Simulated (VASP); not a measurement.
# Si3N2: single point with PBE

The system is Si3N2.

```
CELL_PARAMETERS angstrom
4.22262 0.00000 0.00000
0.00000 4.22262 0.00000
0.00000 0.00000 3.22116
ATOMIC_POSITIONS crystal
Si 0.50000 0.50000 0.00000
Si 0.00000 0.50000 0.75696
Si 0.50000 0.00000 0.24304
N 0.50000 0.50000 0.50000
N 0.00000 0.00000 0.50000
```

The cell was built from a structure type or drawn by symmetry, and may not be a known phase.

```
Program                : VASP 6.6.1
Task                   : single point
Functional             : PBE
Potentials or basis    : VASP PAW PBE potentials, release 64 (Si, N)
Cutoff                 : 520 eV
k mesh                 : 4 × 4 × 6
Occupations            : gaussian, width 0.1 eV
Spin                   : no spin polarisation
Dipole correction      : no
Further INCAR settings : ALGO = Normal; EDIFF = 1e-06; NBANDS = 19
```

```yaml
Pressure: 16.7 GPa
Largest_force: 1.473 eV/Å
Band_gap_on_the_k_mesh: zero (bands 11 and 12 overlap by 2.48 eV)
```

Forces in eV/Å, atoms in the order of the input:
```
Si   0.000  0.000  0.000
Si   0.000  0.000 -1.473
Si   0.000  0.000  1.473
N    0.000  0.000  0.000
N    0.000  0.000  0.000
```

Stress tensor (GPa, compression positive):
```
-1.99  0.00  0.00
 0.00 -1.99  0.00
 0.00  0.00 54.10
```

Levels at points of the mesh, in eV from the Fermi level:
| k point | band 8 | band 9 | band 10 | band 11 | band 12 | band 13 | band 14 | band 15 |
| --- | --- | --- | --- | --- | --- | --- | --- | --- |
| (0.00, 0.00, 0.00) | -3.06 | -3.06 | -0.75 | 0.63 | 2.14 | 2.14 | 3.98 | 4.89 |
| (0.50, 0.00, 0.00) | -2.66 | -1.64 | -0.90 | -0.01 | 2.01 | 2.26 | 4.70 | 5.03 |
| (0.50, 0.50, 0.00) | -2.47 | -0.98 | -0.41 | -0.41 | 0.37 | 2.50 | 4.41 | 4.41 |
| (0.00, 0.00, 0.50) | -3.58 | -3.27 | -1.97 | -1.97 | -1.85 | -0.44 | -0.23 | 5.55 |
| (0.50, 0.00, 0.50) | -3.46 | -3.17 | -2.59 | -1.56 | 1.80 | 1.95 | 2.20 | 2.74 |
| (0.50, 0.50, 0.50) | -4.40 | -1.99 | -1.99 | -0.02 | 2.91 | 4.38 | 4.44 | 4.44 |

Wall time 13 s on 1 thread of Intel(R) Xeon(R) Platinum 8559C (Emerald Rapids), with other jobs on the host, peak memory 0.16 GiB.

Caveat: the k points lie up to 0.37 Å⁻¹ apart, too coarse for converged energies and pressures of a metal; forces of over 1 eV/Å act on the atoms, so gaps and moduli don't describe the material at rest.
